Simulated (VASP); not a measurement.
# Ga3As2P in VASP: notebook

Runs on Ga3As2P. Level: PBE. Tasks: single point.

Program: VASP 6.6.1. These are calculated values, not measurements. Logs are shortened: lines on timing, memory, paths and dates and some standing lists are left out, and cuts for length are marked.

## (1) The cell of the first run

Symmetry: I-4m2, No. 119, tetragonal system. Conventional cell: a = 4.003 Å, b = 4.003 Å, c = 17.008 Å, α = 90.00°, β = 90.00°, γ = 90.00°. Within 3.2 Å of Ga (site symmetry 2mm) lie 2 P at 2.41 Å and 2 As at 2.47 Å. Within 3.3 Å of Ga (site symmetry -4m2) lie 4 As at 2.47 Å. P (site symmetry -4m2) has 4 Ga at 2.41 Å within 3.2 Å. As (site symmetry 2mm) has 4 Ga at 2.47 Å within 3.3 Å.

## (2) Single point, PBE

INCAR reads:

```
SYSTEM = Ga3As2P
PREC = Accurate
ENCUT = 520
EDIFF = 1E-6
ISMEAR = 0
SIGMA = 0.1
LREAL = .False.
LASPH = .True.
NELM = 60
ALGO = Normal
ISIF = 2
LWAVE = .False.
LCHARG = .True.
GGA = PE
LELF = .True.
LVHAR = .True.
NBANDS = 36
```

KPOINTS reads:

```
Automatic mesh
0
Gamma
  6 6 6
  0 0 0
```

POSCAR reads:

```
Ga3As2P
1.0
   -2.0016101000      2.0016101000      8.5041403000
    2.0016101000     -2.0016101000      8.5041403000
    2.0016101000      2.0016101000     -8.5041403000
Ga P As
3 1 2
Direct
    0.8292770000      0.8292770000      0.0000000000
    0.5000000000      0.5000000000      0.0000000000
    0.1707230000      0.1707230000      0.0000000000
    0.7500000000      0.2500000000      0.5000000000
    0.4146770000      0.9146770000      0.5000000000
    0.0853230000      0.5853230000      0.5000000000
```

Potentials or basis: VASP PAW PBE potentials, release 64 (Ga_d, P, As).

Started as:

```console
$ cat potpaw_PBE.64/Ga_d/POTCAR potpaw_PBE.64/P/POTCAR potpaw_PBE.64/As/POTCAR > POTCAR
$ mpirun -np 1 vasp_std > vasp.out
```

OUTCAR:

```text
SYSTEM = Ga3As2P
   PREC = Accurate
   ENCUT = 520
   EDIFF = 1E-6
   ISMEAR = 0
   LREAL = .False.
   LASPH = .True.
   NELM = 60
   ISIF = 2
   GGA = PE

 ion  position               nearest neighbor table
   1  0.829  0.829  0.000-   4 2.41   4 2.41   5 2.47   5 2.47
   2  0.500  0.500  0.000-   5 2.47   6 2.47   6 2.47   5 2.47
   3  0.171  0.171  0.000-   4 2.41   4 2.41   6 2.47   6 2.47
   4  0.750  0.250  0.500-   1 2.41   3 2.41   1 2.41   3 2.41
   5  0.415  0.915  0.500-   2 2.47   2 2.47   1 2.47   1 2.47
   6  0.085  0.585  0.500-   2 2.47   2 2.47   3 2.47   3 2.47

  LATTYP: Found a body centered tetragonal cell.
 ALAT       =     4.0032202000
 C/A-ratio  =     4.2486497745

  Lattice vectors:

 A1 = (  -2.0016101000,   2.0016101000,   8.5041403000)
 A2 = (   2.0016101000,  -2.0016101000,   8.5041403000)
 A3 = (   2.0016101000,   2.0016101000,  -8.5041403000)

Analysis of symmetry for initial positions (statically):
=====================================================================
 Subroutine PRICEL returns:
 Original cell was already a primitive cell.

 Routine SETGRP: Setting up the symmetry group for a
 body centered tetragonal supercell.

 Subroutine GETGRP returns: Found  8 space group operations
 (whereof  8 operations were pure point group operations)
 out of a pool of 16 trial point group operations.

The static configuration has the point symmetry D_2d.

Analysis of symmetry for dynamics (positions and initial velocities):
=====================================================================
 Subroutine PRICEL returns:
 Original cell was already a primitive cell.

 Routine SETGRP: Setting up the symmetry group for a
 body centered tetragonal supercell.

 Subroutine GETGRP returns: Found  8 space group operations
 (whereof  8 operations were pure point group operations)
 out of a pool of 16 trial point group operations.

The dynamic configuration has the point symmetry D_2d.

 Subroutine INISYM returns: Found  8 space group operations
 (whereof  8 operations are pure point group operations),
 and found     1 'primitive' translations

----------------------------------------------------------------------------------------

                                     Primitive cell

[... 98 lines left out ...]
   EDIFF  = 0.1E-05   stopping-criterion for ELM
   LREAL  =      F    real-space projection
   EDIFFG = 0.1E-04   stopping-criterion for IOM
   NSW    =      0    number of steps for IOM
   IBRION =     -1    ionic relax: 0-MD 1-quasi-New 2-CG
   NFREE  =      0    steps in history (QN), initial steepest desc. (CG)
   ISIF   =      2    stress and relaxation
   ISYM   =      2    0-nonsym 1-usesym 2-fastsym
   POTIM  = 0.5000    time-step for ionic-motion
   TEBEG  =    0.0;   TEEND  =   0.0 temperature during run
   PSTRESS=    0.0 pullay stress
   NELECT =      54.0000    total number of electrons
   NUPDOWN=      -1.0000    fix difference up-down
   EMIN   =  10.00;   EMAX   =-10.00  energy-range for DOS
   EFERMI =   0.00;   METHOD = LEGACY
   ISMEAR =     0;   SIGMA  =   0.10  broadening in eV -4-tet -1-fermi 0-gaus
   EFERMI_NEDOS =   21; number of points for ismear=-14 and -15
   IALGO  =     38    algorithm
   IMIX   =      4    mixing-type and parameters
     AMIX     =   0.40;   BMIX     =  1.00
     AMIX_MAG =   1.60;   BMIX_MAG =  1.00
  volume/ion in A,a.u.               =      22.71       153.28
  Fermi-wavevector in a.u.,A,eV,Ry     =   1.202420  2.272245 19.671501  1.445815
  Thomas-Fermi vector in A             =   2.338202
   LORBIT       =      0    0 simple, 1 ext, 2 COOP (PROOUT), +10 PAW based schemes
   GGA     = PE    functional components
   LHFCALC =     F    Hartree Fock is set to
   AEXX    =    0.0000 exact exchange contribution
   IVDW    =     0    specifies the selected vdW correction
   LEPSILON=     F    determine dielectric tensor
   LRPA    =     F    only Hartree local field effects (RPA)
 non-spin polarized calculation
 Gauss-broadening in eV      SIGMA  =   0.10
  energy-cutoff  :      520.00
  volume of cell :      136.29
 maximum number of plane-waves:      3712
 NGX is ok and might be reduce to    70

 number of electron      54.0000001 magnetization

 Free energy of the ion-electron system (eV)
  ---------------------------------------------------
  ext. energy  EPLUGINS =         0.00000000
  ---------------------------------------------------
  free energy    TOTEN  =       -25.61042494 eV

  energy without entropy =      -25.61042478  energy(sigma->0) =      -25.61042486

 E-fermi :   4.0957     XC(G=0):  -9.4819

 val. band max:        3.7996376899   @ k =   0.0000   0.0000   0.0000
 cond. band min:       4.3801698790   @ k =   0.0000   0.0000   0.0000
 fundamental gap:      0.5805321890
 Fermi energy:         4.0957447216

 k-point     1 :       0.0000    0.0000    0.0000
  band No.  band energies     occupation
      1     -10.9832      2.00000
      2     -10.9620      2.00000
      3     -10.9028      2.00000
      4     -10.9028      2.00000
      5     -10.8918      2.00000
      6     -10.8710      2.00000
[... 925 lines left out ...]
     35       8.4347      0.00000
     36       9.4557      0.00000

 [... further k-points ...]

------------------------ aborting loop because EDIFF is reached ----------------------------------------

  FORCE on cell =-STRESS in cart. coord.  units (eV):
  Direction    XX          YY          ZZ          XY          YZ          ZX
  --------------------------------------------------------------------------------------
  -------------------------------------------------------------------------------------
  Total        0.1645215      0.1645215     -0.0386506      0.0000000      0.0000000      0.0000000
  in kB        1.9341217      1.9341217     -0.4543786      0.0000000      0.0000000      0.0000000
  external PRESSURE =       1.1379550 kB  Pullay stress =       0.0000000 kB

 VOLUME and BASIS-vectors are now :
 -----------------------------------------------------------------------------
  energy-cutoff  :      520.00
  volume of cell :      136.29
      direct lattice vectors                 reciprocal lattice vectors
    -2.001610100  2.001610100  8.504140300     0.000000000  0.249798899  0.058794891
     2.001610100 -2.001610100  8.504140300     0.249798899  0.000000000  0.058794891
     2.001610100  2.001610100 -8.504140300     0.249798899  0.249798899  0.000000000

 POSITION                                       TOTAL-FORCE (eV/Angst)
 -----------------------------------------------------------------------------------
      0.00000      0.00000     14.10458         0.000000     -0.000000     -0.010979
      0.00000      0.00000      8.50414        -0.000000      0.000000     -0.000000
      0.00000      0.00000      2.90370         0.000000     -0.000000      0.010979
      0.00000      2.00161      4.25207        -0.000000      0.000000     -0.000000
      2.00161      0.00000      7.05294        -0.000000      0.000000     -0.001136
      2.00161      0.00000      1.45120        -0.000000      0.000000      0.001136
 -----------------------------------------------------------------------------------
    total drift:                                0.000002     -0.000002      0.000000

  FREE ENERGIE OF THE ION-ELECTRON SYSTEM (eV)
  ---------------------------------------------------
  free  energy   TOTEN  =       -25.6104249414 eV

  energy  without entropy=      -25.6104247780  energy(sigma->0) =      -25.61042486
```

OSZICAR:

```text
N       E                     dE             d eps       ncg     rms          rms(c)
DAV:   1     0.429663967604E+03    0.42966E+03   -0.25056E+04  2248   0.212E+03
DAV:   2     0.362098703394E+02   -0.39345E+03   -0.37856E+03  2280   0.522E+02
DAV:   3    -0.232115977082E+02   -0.59421E+02   -0.57955E+02  2596   0.153E+02
DAV:   4    -0.260949556176E+02   -0.28834E+01   -0.28682E+01  2584   0.337E+01
DAV:   5    -0.261702413112E+02   -0.75286E-01   -0.75163E-01  2692   0.539E+00    0.569E+00
DAV:   6    -0.256579537569E+02    0.51229E+00   -0.91591E-01  2996   0.113E+01    0.329E+00
DAV:   7    -0.256080644949E+02    0.49889E-01   -0.46332E-01  2508   0.303E+00    0.124E+00
DAV:   8    -0.256101499629E+02   -0.20855E-02   -0.83413E-02  2740   0.315E+00    0.199E-01
DAV:   9    -0.256098389891E+02    0.31097E-03   -0.12064E-02  2836   0.150E+00    0.945E-02
DAV:  10    -0.256101145756E+02   -0.27559E-03   -0.14392E-03  2468   0.317E-01    0.523E-02
DAV:  11    -0.256103981440E+02   -0.28357E-03   -0.37986E-04  2680   0.165E-01    0.220E-02
DAV:  12    -0.256104170373E+02   -0.18893E-04   -0.41312E-05  2688   0.102E-01    0.101E-02
DAV:  13    -0.256104245535E+02   -0.75161E-05   -0.18264E-05  2612   0.415E-02    0.320E-03
DAV:  14    -0.256104249414E+02   -0.38797E-06   -0.16331E-06  2092   0.256E-02
   1 F= -.25610425E+02 E0= -.25610425E+02  d E =-.163452E-06
```

stdout:

```text
POSCAR found type information on POSCAR GaP As
 POSCAR found :  3 types and       6 ions
 scaLAPACK will be used
 LDA part: xc-table for (Slater+PW92), standard interpolation
 POSCAR, INCAR and KPOINTS ok, starting setup
 FFT: planning ... GRIDC
 FFT: planning ... GRID_SOFT
 FFT: planning ... GRID
 WAVECAR not read
 entering main loop
```

Wall time 19 min (1 thread of Intel Xeon 8259CL, shared host); peak memory 0.74 GiB.

What came out:

```yaml
Free_energy: -25.6104 eV
Pressure: 0.1 GPa
Largest_force: 0.011 eV/Å
Band_gap_on_the_k_mesh: 0.58 eV
```

Forces in eV/Å, atoms in the order of the input:
```
Ga   0.000  0.000 -0.011
Ga   0.000  0.000  0.000
Ga   0.000  0.000  0.011
P    0.000  0.000  0.000
As   0.000  0.000 -0.001
As   0.000  0.000  0.001
```

Caveat: semilocal functionals underestimate gaps, and a narrow one can read as zero. A k mesh can miss the band edges.

## (3) Single point, PBE

This run uses another cell than the first one: it holds 12 atoms, not 6.

INCAR reads:

```
ALGO = Normal
EDIFF = 1E-7
ENCUT = 520
GGA = PE
ISIF = 2
ISMEAR = 0
LASPH = T
LCHARG = F
LREAL = F
LWAVE = F
NBANDS = 66
NELM = 80
PREC = Accurate
SIGMA = 0.1
```

KPOINTS reads:

```
k-points
0
Gamma
  4 2 4
```

POSCAR reads:

```
Ga3As2P
1.0
    0.0000000000     -4.0032202000      0.0000000000
    8.0064404000      0.0000000000      0.0000000000
   -2.0016101000      2.0016101000      8.5041403000
Ga P As
6 2 4
Direct
    0.8292770000      0.4146385000      0.6585540000
    0.8292770000      0.9146385000      0.6585540000
    0.5000000000      0.2500000000      0.0000000000
    0.5000000000      0.7500000000      0.0000000000
    0.1707230000      0.0853615000      0.3414460000
    0.1707230000      0.5853615000      0.3414460000
    0.7500000000      0.1250000000      0.5000000000
    0.7500000000      0.6250000000      0.5000000000
    0.4146770000      0.4573385000      0.8293540000
    0.4146770000      0.9573385000      0.8293540000
    0.0853230000      0.2926615000      0.1706460000
    0.0853230000      0.7926615000      0.1706460000
```

Potentials or basis: VASP PAW PBE potentials, release 64 (Ga_d, P, As).

Started as:

```console
$ cat potpaw_PBE.64/Ga_d/POTCAR potpaw_PBE.64/P/POTCAR potpaw_PBE.64/As/POTCAR > POTCAR
$ mpirun -np 1 vasp_std > vasp.out
```

Wall time 11 min (1 thread of Intel Xeon 8259CL, shared host); peak memory 0.47 GiB.

Results (log left out):

```
Free energy            : -50.9444 eV
Pressure               : 0.2 GPa
Largest force          : 0.007 eV/Å
Band gap on the k mesh : 0.58 eV
```

Forces in eV/Å, atoms in the order of the input:
```
Ga  -0.001  0.000 -0.007
Ga  -0.001  0.000 -0.007
Ga   0.000  0.000  0.000
Ga   0.000  0.000  0.000
Ga   0.001  0.000  0.007
Ga   0.001  0.000  0.007
P    0.000  0.000  0.000
P    0.000  0.000  0.000
As   0.000  0.000 -0.004
As   0.000  0.000 -0.004
As   0.000  0.000  0.004
As   0.000  0.000  0.004
```

Stress tensor (GPa, compression positive):
```
 0.58  0.00  0.00
 0.00  0.58  0.00
 0.00  0.00 -0.53
```

Levels at points of the mesh, in eV from the valence-band top:
```csv
k point,band 52,band 53,band 54,band 55,band 56,band 57
"(0.00, 0.00, 0.00)",-0.05,0.00,0.00,0.58,1.05,1.51
"(0.50, 0.00, 0.00)",-1.12,-0.97,-0.92,1.05,1.54,1.69
"(0.00, 0.50, 0.00)",-1.16,-0.29,-0.29,1.99,1.99,2.25
"(0.50, 0.50, 0.00)",-1.95,-1.86,-1.86,2.19,2.19,2.49
"(0.00, 0.00, 0.50)",-0.92,-0.81,-0.81,1.05,1.56,1.59
"(0.00, 0.50, 0.50)",-0.67,-0.59,-0.59,1.47,1.47,1.87
```

Caveat: semilocal functionals underestimate gaps, and a narrow one can read as zero.

## (4) Single point, PBE

This run uses another cell than the first one: it holds 12 atoms, not 6.

INCAR reads:

```
SYSTEM = Ga3As2P
ALGO = Normal
EDIFF = 1E-7
ENCUT = 520
GGA = PE
ISIF = 2
ISMEAR = 0
LASPH = .True.
LCHARG = .False.
LREAL = .False.
LWAVE = .False.
NBANDS = 66
NELM = 80
PREC = Accurate
SIGMA = 0.1
```

KPOINTS reads:

```
k-points
0
Gamma
  4 2 4
  0 0 0
```

POSCAR reads:

```
Ga3As2P
1.0
    0.0003427463     -4.0337925010     -0.0009379997
    8.0665300762     -0.0007272633      0.0000513986
   -2.0203200076      2.0159696306      8.4026445298
Ga P As
6 2 4
Direct
    0.8295485061      0.4146432317      0.6587658373
    0.8293330125      0.9145835074      0.6586050826
    0.4999039664      0.2499873975     -0.0000087937
    0.5001349799      0.7501276003      0.0000384033
    0.1704702203      0.0853782670      0.3413804488
    0.1705514227      0.5853180701      0.3413172090
    0.7499286651      0.1249953746      0.5000119678
    0.7499562046      0.6249396062      0.4999670976
    0.4148676870      0.4574164598      0.8295136281
    0.4147716276      0.9573669489      0.8294444313
    0.0851855197      0.2926046278      0.1704672867
    0.0853481882      0.7926389086      0.1704974012
```

Started as:

```console
$ cat potpaw_PBE.64/Ga_d/POTCAR potpaw_PBE.64/P/POTCAR potpaw_PBE.64/As/POTCAR > POTCAR
$ mpirun -np 1 vasp_std > vasp.out
```

Wall time 15 min (1 thread of Intel Xeon 8259CL, shared host); peak memory 0.5 GiB.

Results (log left out):

* Free energy: -50.9558 eV
* Pressure: 0.0 GPa
* Largest force: 0.023 eV/Å
* Band gap on the k mesh: 0.53 eV

Forces in eV/Å, atoms in the order of the input:
```
Ga   0.003  0.003 -0.023
Ga   0.003  0.001 -0.016
Ga   0.003 -0.001 -0.001
Ga  -0.002  0.001 -0.002
Ga   0.002 -0.004  0.016
Ga   0.003 -0.002  0.017
P   -0.002  0.002  0.001
P   -0.004  0.001  0.001
As  -0.002 -0.001 -0.011
As  -0.001  0.000 -0.016
As  -0.003  0.001  0.017
As  -0.001  0.000  0.018
```

Stress tensor (GPa, compression positive):
```
-0.04  0.01  0.03
 0.01 -0.04  0.00
 0.03  0.00  0.07
```

Levels at points of the mesh, in eV from the valence-band top:
```csv
k point,band 50,band 51,band 52,band 53,band 54,band 55,band 56,band 57,band 58,band 59
"(0.00, 0.00, 0.00)",-1.05,-1.01,-0.06,-0.05,0.00,0.53,1.02,1.38,1.61,2.25
"(0.50, 0.00, 0.00)",-2.53,-1.61,-1.07,-1.06,-1.01,1.02,1.57,1.74,2.25,2.50
"(0.00, 0.50, 0.00)",-1.62,-1.12,-1.12,-0.37,-0.37,1.92,1.92,2.17,2.17,2.39
"(0.50, 0.50, 0.00)",-2.27,-1.92,-1.92,-1.84,-1.84,2.22,2.22,2.51,2.51,2.83
"(0.00, 0.00, 0.50)",-1.07,-1.06,-1.02,-0.88,-0.88,1.02,1.47,1.47,2.25,2.31
"(0.50, 0.00, 0.50)",-2.53,-1.61,-1.07,-1.06,-1.01,1.02,1.57,1.74,2.25,2.51
"(0.00, 0.50, 0.50)",-1.17,-0.67,-0.67,-0.63,-0.63,1.44,1.44,1.81,1.81,2.01
"(0.50, 0.50, 0.50)",-2.27,-1.92,-1.92,-1.85,-1.85,2.22,2.22,2.51,2.51,2.83
```

Caveat: semilocal functionals underestimate gaps, and a narrow one can read as zero.

## (5) Overview

| cell | k mesh | gap on the mesh (eV) | pressure (GPa) | largest force (eV/Å) |
| --- | --- | --- | --- | --- |
| a = 8.963 Å, angles 154.2, 154.2, 36.8°, 6 atoms, atomic positions A | 6 × 6 × 6 | 0.58 | 0.1 | 0.01 |
| a = 4.003, b = 8.006, c = 8.963 Å, angles 102.9, 102.9, 90.0°, 12 atoms, atomic positions B | 4 × 2 × 4 | 0.58 | 0.2 | 0.01 |
| a = 4.034, b = 8.067, c = 8.874 Å, angles 103.2, 103.1, 90.0°, 12 atoms, atomic positions C | 4 × 2 × 4 | 0.53 | 0.0 | 0.02 |

Alike in all rows: task single point; level PBE; potentials or basis VASP PAW PBE potentials, release 64 (Ga_d, P, As); no spin polarisation; cutoff (eV) 520; smearing gaussian 0.1 eV.

Caveats: semilocal functionals underestimate gaps, and a narrow one can read as zero.

Absolute energies hang on the potentials; compare differences alone.
